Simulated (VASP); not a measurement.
# W (Pbcm) in VASP: notebook

Runs on W. Level: PBEsol. Tasks: single point.

Everything below comes from runs of VASP 6.6.1. Logs are shortened: lines on timing, memory, paths and dates and some standing lists are left out, and cuts for length are marked.

## (1) The cell of the first run

Symmetry: Pbcm, No. 57, orthorhombic system. Conventional cell: a = 2.837 Å, b = 4.912 Å, c = 4.972 Å, α = 90.00°, β = 90.00°, γ = 90.00°. W (site symmetry m) has 12 W at 2.72 to 3.09 Å within 3.6 Å.

## (2) Single point, PBEsol

INCAR reads:

```
SYSTEM = W
PREC = Accurate
ENCUT = 520
EDIFF = 1E-6
ISMEAR = 1
SIGMA = 0.05
LREAL = .False.
LASPH = .True.
NELM = 80
ALGO = Normal
ISIF = 2
LWAVE = .False.
LCHARG = .False.
GGA = PS
NBANDS = 36
```

KPOINTS reads:

```
regular mesh
0
Gamma
  15 9 9
  0 0 0
```

POSCAR reads:

```
W
1.0
    2.8374822449      0.0000000000      0.0000000000
    0.0000000000      4.9120302608      0.0000000000
    0.0000000000      0.0000000000      4.9724476261
W
4
Direct
    0.7931720000      0.9368430000      0.7500000000
    0.2068280000      0.4368430000      0.7500000000
    0.2068280000      0.0631570000      0.2500000000
    0.7931720000      0.5631570000      0.2500000000
```

Potentials or basis: VASP PAW PBE potentials, release 64 (W_sv).

On the command line:

```bash
cat potpaw_PBE.64/W_sv/POTCAR > POTCAR
mpirun -np 1 vasp_std > vasp.out
```

OUTCAR:

```text
SYSTEM = W
   PREC = Accurate
   ENCUT = 520
   EDIFF = 1E-6
   ISMEAR = 1
   LREAL = .False.
   LASPH = .True.
   NELM = 80
   ISIF = 2
   GGA = PS

 ion  position               nearest neighbor table
   1  0.793  0.937  0.750-   2 2.72   2 2.72   3 2.82   3 2.82   2 2.97   2 2.97   3 3.06   3 3.06
                             4 3.09   4 3.09
   2  0.207  0.437  0.750-   1 2.72   1 2.72   4 2.82   4 2.82   1 2.97   1 2.97   4 3.06   4 3.06
                             3 3.09   3 3.09
   3  0.207  0.063  0.250-   4 2.72   4 2.72   1 2.82   1 2.82   4 2.97   4 2.97   1 3.06   1 3.06
                             2 3.09   2 3.09
   4  0.793  0.563  0.250-   3 2.72   3 2.72   2 2.82   2 2.82   3 2.97   3 2.97   2 3.06   2 3.06
                             1 3.09   1 3.09

  LATTYP: Found a simple orthorhombic cell.
 ALAT       =     2.8374822449
 B/A-ratio  =     1.7311228183
 C/A-ratio  =     1.7524154151

  Lattice vectors:

 A1 = (   2.8374822449,   0.0000000000,   0.0000000000)
 A2 = (   0.0000000000,   4.9120302608,   0.0000000000)
 A3 = (   0.0000000000,   0.0000000000,   4.9724476261)

Analysis of symmetry for initial positions (statically):
=====================================================================
 Subroutine PRICEL returns:
 Original cell was already a primitive cell.

 Routine SETGRP: Setting up the symmetry group for a
 simple orthorhombic supercell.

 Subroutine GETGRP returns: Found  8 space group operations
 (whereof  2 operations were pure point group operations)
 out of a pool of  8 trial point group operations.

The static configuration has the point symmetry S_2 .
 The point group associated with its full space group is D_2h.

Analysis of symmetry for dynamics (positions and initial velocities):
=====================================================================
 Subroutine PRICEL returns:
 Original cell was already a primitive cell.

 Routine SETGRP: Setting up the symmetry group for a
 simple orthorhombic supercell.

 Subroutine GETGRP returns: Found  8 space group operations
 (whereof  2 operations were pure point group operations)
 out of a pool of  8 trial point group operations.

The dynamic configuration has the point symmetry S_2 .
 The point group associated with its full space group is D_2h.

 Subroutine INISYM returns: Found  8 space group operations
 (whereof  2 operations are pure point group operations),
 and found     1 'primitive' translations

----------------------------------------------------------------------------------------

                                     Primitive cell

  volume of cell :      69.3050

  direct lattice vectors                    reciprocal lattice vectors
     2.837482245  0.000000000  0.000000000     0.352425113  0.000000000  0.000000000
     0.000000000  4.912030261  0.000000000     0.000000000  0.203581808  0.000000000
     0.000000000  0.000000000  4.972447626     0.000000000  0.000000000  0.201108202

  length of vectors
     2.837482245  4.912030261  4.972447626     0.352425113  0.203581808  0.201108202

  position of ions in fractional coordinates (direct lattice)
     0.793172000  0.936843000  0.750000000
     0.206828000  0.436843000  0.750000000
     0.206828000  0.063157000  0.250000000
     0.793172000  0.563157000  0.250000000

  ion indices of the primitive-cell ions
   primitive index   ion index
                 1           1
                 2           2
                 3           3
                 4           4

----------------------------------------------------------------------------------------

 KPOINTS: regular mesh

Automatic generation of k-mesh.
 Grid dimensions read from file:
 generate k-points for:   15    9    9

 Generating k-lattice:

  Cartesian coordinates                     Fractional coordinates (reciprocal lattice)
     0.023495008  0.000000000  0.000000000     0.066666667  0.000000000  0.000000000
     0.000000000  0.022620201  0.000000000     0.000000000  0.111111111  0.000000000
     0.000000000  0.000000000  0.022345356     0.000000000  0.000000000  0.111111111

  Length of vectors
     0.023495008  0.022620201  0.022345356

  Shift w.r.t. Gamma in fractional coordinates (k-lattice)
     0.000000000  0.000000000  0.000000000

 Subroutine IBZKPT returns following result:
 ===========================================

 Found    200 irreducible k-points:

 Following reciprocal coordinates:
            Coordinates               Weight
  0.000000  0.000000  0.000000      1.000000
  0.066667  0.000000  0.000000      2.000000
  0.133333  0.000000  0.000000      2.000000
  0.200000  0.000000  0.000000      2.000000
  0.266667  0.000000  0.000000      2.000000
  0.333333  0.000000  0.000000      2.000000
[... 16 lines left out ...]
  0.400000  0.222222  0.000000      4.000000
  0.466667  0.222222  0.000000      4.000000
 [... further k-points ...]
   k-points           NKPTS =    200   k-points in BZ     NKDIM =    200   number of bands    NBANDS=     36
   number of dos      NEDOS =    301   number of ions     NIONS =      4
   total plane-waves  NPLWV =  38400
   dimension x,y,z NGX =    24 NGY =   40 NGZ =   40
   dimension x,y,z NGXF=    48 NGYF=   80 NGZF=   80
   ions per type =               4
   NGX,Y,Z   is equivalent  to a cutoff of  14.06, 13.54, 13.37 a.u.
   NGXF,Y,Z  is equivalent  to a cutoff of  28.12, 27.08, 26.75 a.u.
 SYSTEM =  W
   PREC   = accura    normal or accurate (medium, high low for compatibility)
   ISTART =      0    job   : 0-new  1-cont  2-samecut
   ICHARG =      2    charge: 1-file 2-atom 10-const
   ISPIN  =      1    spin polarized calculation?
   LNONCOLLINEAR =      F non collinear calculations
   LSORBIT =      F    spin-orbit coupling
   LASPH  =      T    aspherical Exc in radial PAW
   ENCUT  =  520.0 eV  38.22 Ry    6.18 a.u.   5.28  9.13  9.25*2*pi/ulx,y,z
   NELM   =     80;   NELMIN=  2; NELMDL= -5     # of ELM steps
   EDIFF  = 0.1E-05   stopping-criterion for ELM
   LREAL  =      F    real-space projection
   EDIFFG = 0.1E-04   stopping-criterion for IOM
   NSW    =      0    number of steps for IOM
   IBRION =     -1    ionic relax: 0-MD 1-quasi-New 2-CG
   NFREE  =      0    steps in history (QN), initial steepest desc. (CG)
   ISIF   =      2    stress and relaxation
   ISYM   =      2    0-nonsym 1-usesym 2-fastsym
   POTIM  = 0.5000    time-step for ionic-motion
   TEBEG  =    0.0;   TEEND  =   0.0 temperature during run
   PSTRESS=    0.0 pullay stress
   NELECT =      56.0000    total number of electrons
   NUPDOWN=      -1.0000    fix difference up-down
   EMIN   =  10.00;   EMAX   =-10.00  energy-range for DOS
   EFERMI =   0.00;   METHOD = LEGACY
   ISMEAR =     1;   SIGMA  =   0.05  broadening in eV -4-tet -1-fermi 0-gaus
   EFERMI_NEDOS =   21; number of points for ismear=-14 and -15
   IALGO  =     38    algorithm
   IMIX   =      4    mixing-type and parameters
     AMIX     =   0.40;   BMIX     =  1.00
     AMIX_MAG =   1.60;   BMIX_MAG =  1.00
  volume/ion in A,a.u.               =      17.33       116.92
  Fermi-wavevector in a.u.,A,eV,Ry     =   1.524811  2.881475 31.634210  2.325049
  Thomas-Fermi vector in A             =   2.633067
   LORBIT       =      0    0 simple, 1 ext, 2 COOP (PROOUT), +10 PAW based schemes
   GGA     = PS    functional components
   LHFCALC =     F    Hartree Fock is set to
   AEXX    =    0.0000 exact exchange contribution
   IVDW    =     0    specifies the selected vdW correction
   LEPSILON=     F    determine dielectric tensor
   LRPA    =     F    only Hartree local field effects (RPA)
 non-spin polarized calculation
 Methfessel and Paxton  Order N= 1 SIGMA  =   0.05
  energy-cutoff  :      520.00
  volume of cell :       69.30
 maximum number of plane-waves:      1884
 NGX is ok and might be reduce to    24
   NGX = 11   NGY = 19   NGZ = 19

 number of electron      56.0000005 magnetization

 Free energy of the ion-electron system (eV)
  ---------------------------------------------------
  ext. energy  EPLUGINS =         0.00000000
  ---------------------------------------------------
  free energy    TOTEN  =       -52.90207341 eV

  energy without entropy =      -52.90212708  energy(sigma->0) =      -52.90209130

 E-fermi :   9.7607     XC(G=0): -13.2351

 val. band max:        9.7600871318   @ k =   0.4000   0.2222   0.0000
 cond. band min:       9.7680950747   @ k =   0.1333   0.0000   0.1111
 fundamental gap:      0.0080079430
 Fermi energy:         9.7606568929

 k-point     1 :       0.0000    0.0000    0.0000
  band No.  band energies     occupation
      1     -64.1238      2.00000
      2     -64.0567      2.00000
      3     -64.0273      2.00000
      4     -63.9847      2.00000
      5     -28.8214      2.00000
      6     -28.7833      2.00000
[... 28 lines left out ...]
     35      13.6897      0.00000
     36      14.0600      0.00000

 k-point     2 :       0.0667    0.0000    0.0000
  band No.  band energies     occupation
      1     -64.1211      2.00000
      2     -64.0549      2.00000
      3     -64.0260      2.00000
      4     -63.9843      2.00000
      5     -28.8101      2.00000
      6     -28.7734      2.00000
[... 28 lines left out ...]
     35      13.8477      0.00000
     36      13.8660      0.00000

 k-point     3 :       0.1333    0.0000    0.0000
  band No.  band energies     occupation
      1     -64.1132      2.00000
      2     -64.0496      2.00000
      3     -64.0221      2.00000
      4     -63.9830      2.00000
      5     -28.7774      2.00000
      6     -28.7444      2.00000
[... 28 lines left out ...]
     35      13.0455      0.00000
     36      13.5131      0.00000
[... 742 lines left out ...]
 k-point    23 :       0.4000    0.2222    0.0000
  band No.  band energies     occupation
      1     -64.0531      2.00000
      2     -64.0123      2.00000
      3     -64.0073      2.00000
      4     -63.9846      2.00000
      5     -28.6658      2.00000
      6     -28.5806      2.00000
[... 28 lines left out ...]
     35      13.6594      0.00000
     36      13.8434      0.00000

 k-point    24 :       0.4667    0.2222    0.0000
  band No.  band energies     occupation
      1     -64.0463      2.00000
      2     -64.0089      2.00000
      3     -64.0044      2.00000
      4     -63.9849      2.00000
      5     -28.6877      2.00000
      6     -28.6015      2.00000
[... 28 lines left out ...]
     35      13.7477      0.00000
     36      13.8070      0.00000

 [... further k-points ...]

------------------------ aborting loop because EDIFF is reached ----------------------------------------

  FORCE on cell =-STRESS in cart. coord.  units (eV):
  Direction    XX          YY          ZZ          XY          YZ          ZX
  --------------------------------------------------------------------------------------
  -------------------------------------------------------------------------------------
  Total       -7.4681735     -7.9433029     -7.1099223      0.0000000      0.0000000      0.0000000
  in kB     -172.6476131   -183.6315500   -164.3656394      0.0000000      0.0000000      0.0000000
  external PRESSURE =    -173.5482675 kB  Pullay stress =       0.0000000 kB

 VOLUME and BASIS-vectors are now :
 -----------------------------------------------------------------------------
  energy-cutoff  :      520.00
  volume of cell :       69.30
      direct lattice vectors                 reciprocal lattice vectors
     2.837482245  0.000000000  0.000000000     0.352425113  0.000000000  0.000000000
     0.000000000  4.912030261  0.000000000     0.000000000  0.203581808  0.000000000
     0.000000000  0.000000000  4.972447626     0.000000000  0.000000000  0.201108202

 POSITION                                       TOTAL-FORCE (eV/Angst)
 -----------------------------------------------------------------------------------
      2.25061      4.60180      3.72934         0.076665      0.053130      0.000000
      0.58687      2.14579      3.72934        -0.076665      0.053130     -0.000000
      0.58687      0.31023      1.24311        -0.076665     -0.053130     -0.000000
      2.25061      2.76624      1.24311         0.076665     -0.053130      0.000000
 -----------------------------------------------------------------------------------
    total drift:                                0.000000     -0.000000     -0.000000

  FREE ENERGIE OF THE ION-ELECTRON SYSTEM (eV)
  ---------------------------------------------------
  free  energy   TOTEN  =       -52.9020734135 eV

  energy  without entropy=      -52.9021270759  energy(sigma->0) =      -52.90209130
```

Wall time 9.6 min (1 thread of Oxide Virtual Turin-like, shared host); peak memory 0.4 GiB.

Results:

```yaml
Free_energy: -52.9021 eV
Pressure: -17.4 GPa
Largest_force: 0.093 eV/Å
Band_gap_on_the_k_mesh: zero (band 28 reaches 10.70 eV, above the bottom of band 29 at 9.34 eV)
```

Forces on the atoms (eV/Å):
```
W    0.077  0.053  0.000
W   -0.077  0.053  0.000
W   -0.077 -0.053  0.000
W    0.077 -0.053  0.000
```

Levels at points of the mesh, in eV from the Fermi level:
```tsv
k point	band 24	band 25	band 26	band 27	band 28	band 29	band 30	band 31	band 32	band 33
(0.00, 0.00, 0.00)	-0.57	-0.45	-0.37	-0.36	-0.32	-0.32	-0.19	0.51	1.47	2.33
```

Caveat: the PAW data sets were made with another functional, which shifts forces and pressure a little; spin-orbit coupling is left out, which moves the levels of the heavy elements.

## (3) Single point, PBEsol

This run uses another cell than the first one, of 16.32 Å³/atom, 0.942 times its volume.

INCAR reads:

```
PREC = Accurate
ENCUT = 520
EDIFF = 1E-7
ISMEAR = 1
SIGMA = 0.05
LREAL = F
LASPH = T
NELM = 100
ALGO = Normal
ISIF = 2
LWAVE = F
LCHARG = F
GGA = PS
NBANDS = 36
```

KPOINTS reads:

```
regular mesh
0
Gamma
  15 9 9
```

POSCAR reads:

```
W
1.0
    2.7812796353      0.0000000000      0.0000000000
    0.0000000000      4.8147366408      0.0000000000
    0.0000000000      0.0000000000      4.8739573065
W
4
Direct
    0.7931720000      0.9368430000      0.7500000000
    0.2068280000      0.4368430000      0.7500000000
    0.2068280000      0.0631570000      0.2500000000
    0.7931720000      0.5631570000      0.2500000000
```

Potentials or basis: VASP PAW PBE potentials, release 64 (W_sv).

On the command line:

```bash
cat potpaw_PBE.64/W_sv/POTCAR > POTCAR
mpirun -np 1 vasp_std > vasp.out
```

OUTCAR:

```text
PREC = Accurate
   ENCUT = 520
   EDIFF = 1E-7
   ISMEAR = 1
   LREAL = F
   LASPH = T
   NELM = 100
   ISIF = 2
   GGA = PS

 ion  position               nearest neighbor table
   1  0.793  0.937  0.750-   2 2.67   2 2.67   3 2.76   3 2.76   2 2.91   2 2.91   3 2.99   3 2.99
                             4 3.03   4 3.03
   2  0.207  0.437  0.750-   1 2.67   1 2.67   4 2.76   4 2.76   1 2.91   1 2.91   4 2.99   4 2.99
                             3 3.03   3 3.03
   3  0.207  0.063  0.250-   4 2.67   4 2.67   1 2.76   1 2.76   4 2.91   4 2.91   1 2.99   1 2.99
                             2 3.03   2 3.03
[... 1144 lines left out ...]
  --------------------------------------------------------------------------------------
  -------------------------------------------------------------------------------------
  Total       -0.4758179     -0.9550410     -1.0177729     -0.0000000      0.0000000      0.0000000
  in kB      -11.6802579    -23.4441059    -24.9840324     -0.0000000      0.0000000      0.0000000
  external PRESSURE =     -20.0361321 kB  Pullay stress =       0.0000000 kB

 VOLUME and BASIS-vectors are now :
 -----------------------------------------------------------------------------
  energy-cutoff  :      520.00
  volume of cell :       65.27
      direct lattice vectors                 reciprocal lattice vectors
     2.781279635  0.000000000  0.000000000     0.359546731  0.000000000  0.000000000
     0.000000000  4.814736641  0.000000000     0.000000000  0.207695680  0.000000000
     0.000000000  0.000000000  4.873957307     0.000000000  0.000000000  0.205172089

 POSITION                                       TOTAL-FORCE (eV/Angst)
 -----------------------------------------------------------------------------------
      2.20603      4.51065      3.65547        -0.197053      0.023736     -0.000000
      0.57525      2.10328      3.65547         0.197053      0.023736      0.000000
      0.57525      0.30408      1.21849         0.197053     -0.023736      0.000000
      2.20603      2.71145      1.21849        -0.197053     -0.023736     -0.000000
 -----------------------------------------------------------------------------------
    total drift:                                0.000000      0.000000     -0.000000

  FREE ENERGIE OF THE ION-ELECTRON SYSTEM (eV)
  ---------------------------------------------------
  free  energy   TOTEN  =       -53.1544113898 eV

  energy  without entropy=      -53.1541493288  energy(sigma->0) =      -53.15432404
```

OSZICAR:

```text
N       E                     dE             d eps       ncg     rms          rms(c)
DAV:   1     0.719687229491E+03    0.71969E+03   -0.33198E+04 14400   0.184E+03
DAV:   2    -0.176136655811E+02   -0.73730E+03   -0.72301E+03 15032   0.580E+02
DAV:   3    -0.547048643773E+02   -0.37091E+02   -0.35650E+02 17028   0.125E+02
DAV:   4    -0.557412236950E+02   -0.10364E+01   -0.10140E+01 17180   0.188E+01
DAV:   5    -0.557562483866E+02   -0.15025E-01   -0.15002E-01 16832   0.248E+00    0.408E+01
DAV:   6    -0.536990105025E+02    0.20572E+01   -0.28673E+00 16360   0.123E+01    0.162E+01
DAV:   7    -0.531740037950E+02    0.52501E+00   -0.15471E+00 17196   0.818E+00    0.997E-01
DAV:   8    -0.531547986948E+02    0.19205E-01   -0.41611E-02 16520   0.157E+00    0.198E-01
DAV:   9    -0.531544059569E+02    0.39274E-03   -0.16114E-03 18528   0.245E-01    0.930E-02
DAV:  10    -0.531544140211E+02   -0.80642E-05   -0.80169E-05 16672   0.541E-02    0.195E-02
DAV:  11    -0.531544129056E+02    0.11155E-05   -0.20034E-05 16620   0.323E-02    0.125E-02
DAV:  12    -0.531544115586E+02    0.13470E-05   -0.69780E-07 16924   0.687E-03    0.629E-04
DAV:  13    -0.531544114242E+02    0.13439E-06   -0.23917E-08  9252   0.163E-03    0.855E-04
DAV:  14    -0.531544113898E+02    0.34401E-07   -0.74106E-09  9056   0.814E-04
   1 F= -.53154411E+02 E0= -.53154324E+02  d E =-.262061E-03
```

Wall time 8.3 min (1 thread of Oxide Virtual Turin-like, shared host); peak memory 0.38 GiB.

Results:

```yaml
Free_energy: -53.1544 eV
Pressure: -2.0 GPa
Largest_force: 0.198 eV/Å
Band_gap_on_the_k_mesh: zero (band 28 reaches 11.68 eV, above the bottom of band 29 at 10.08 eV)
```

Forces in eV/Å, atoms in the order of the input:
```
W   -0.197  0.024  0.000
W    0.197  0.024  0.000
W    0.197 -0.024  0.000
W   -0.197 -0.024  0.000
```

Levels at points of the mesh, in eV from the Fermi level:
```
           k point  band 24  band 25  band 26  band 27  band 28  band 29  band 30  band 31  band 32  band 33
(0.00, 0.00, 0.00)    -0.63    -0.48    -0.42    -0.40    -0.38    -0.34    -0.13     0.52     1.57     2.50
```

Caveat: the PAW data sets were made with another functional, which shifts forces and pressure a little; spin-orbit coupling is left out, which moves the levels of the heavy elements.

(Part 1 of 2 ends here.)
